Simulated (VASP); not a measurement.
C, 2 atoms in the cell. Symmetry: Fd-3m, No. 227, cubic system. The conventional cell has a = 3.567 Å, b = 3.567 Å, c = 3.567 Å, α = 90.00°, β = 90.00°, γ = 90.00°. C (site symmetry -43m) has 4 C at 1.54 Å within 2.1 Å. 

- Program: VASP 6.6.1
- Task: single point
- Functional: revPBE
- Potentials or basis: VASP PAW PBE potentials, release 64 (C)
- Cutoff: 600 eV
- k mesh: 10 × 10 × 10
- Occupations: gaussian, width 0.01 eV
- Spin: no spin polarisation
- Dipole correction: no
- Further INCAR settings: ALGO = Normal; EDIFF = 1e-06; NBANDS = 11

Potentials or basis: VASP PAW PBE potentials, release 64 (C).

Run with:

```console
$ cat potpaw_PBE.64/C/POTCAR > POTCAR
$ mpirun -np 1 vasp_std > vasp.out
```

Hardware: 1 thread of Intel(R) Xeon(R) Platinum 8259CL CPU @ 2.50GHz (Skylake/Cascade Lake), with other jobs on the host.

Problem. How long does it take, and how much memory?

Solution. It took 4.9 s on 1 thread of Intel(R) Xeon(R) Platinum 8259CL CPU @ 2.50GHz (Skylake/Cascade Lake), on a shared host, peak memory 0.11 GiB. Counts: scf iterations 11, k points 47.
